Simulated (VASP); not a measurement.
Write the native input for VASP 6.6.1 that does the following.

```
Task                   : single point
Functional             : PBE
Potentials or basis    : VASP PAW PBE potentials, release 64 (Cu, O)
Cutoff                 : 520 eV
k mesh                 : 11 × 11 × 11
Occupations            : fermi-dirac, width 0.0612256 eV
Spin                   : no spin polarisation
Dipole correction      : no
Further INCAR settings : ALGO = Normal; EDIFF = 1e-06; NBANDS = 65
```

The structure of Cu2O5 (cubic X2O5 type) lies in POSCAR:

```
Cu2O5
1.0
    5.0121504657      0.0000000000      0.0000000000
    0.0000000000      5.0121504657      0.0000000000
    0.0000000000      0.0000000000      5.0121504657
Cu O
4 10
Direct
    0.0000000000      0.0000000000      0.0000000000
    0.5000000000      0.5000000000      0.0000000000
    0.5000000000      0.0000000000      0.5000000000
    0.0000000000      0.5000000000      0.5000000000
    0.5000000000      0.0000000000      0.0000000000
    0.0000000000      0.5000000000      0.0000000000
    0.0000000000      0.0000000000      0.5000000000
    0.5000000000      0.5000000000      0.5000000000
    0.7500000000      0.7500000000      0.2500000000
    0.7500000000      0.2500000000      0.7500000000
    0.2500000000      0.7500000000      0.7500000000
    0.7500000000      0.2500000000      0.2500000000
    0.2500000000      0.7500000000      0.2500000000
    0.2500000000      0.2500000000      0.7500000000
```

The input as run:

INCAR

```
ALGO = Normal
EDIFF = 1E-6
ENCUT = 520
GGA = PE
ISIF = 2
ISMEAR = -1
LASPH = True
LCHARG = True
LELF = True
LREAL = False
LVHAR = True
LWAVE = False
NBANDS = 65
NELM = 100
PREC = Accurate
SIGMA = 0.06122561905347299
```

KPOINTS

```
k-points
0
Gamma
  11 11 11
```

Potentials or basis: VASP PAW PBE potentials, release 64 (Cu, O).

Command:

```bash
$ cat potpaw_PBE.64/Cu/POTCAR potpaw_PBE.64/O/POTCAR > POTCAR
$ mpirun -np 1 vasp_std > vasp.out
```

Results of the run:

- Pressure: 3.3 GPa
- Band gap on the k mesh: zero (bands 52 and 53 overlap by 0.48 eV)

Caveat: the cell stands under pressure; semilocal functionals often make such compounds metallic where correlation or magnetic order opens a gap, which also shifts bond lengths.

Wall time 20 min on 1 thread of Intel(R) Xeon(R) Platinum 8488C (Sapphire Rapids), with other jobs on the host, peak memory 0.45 GiB.
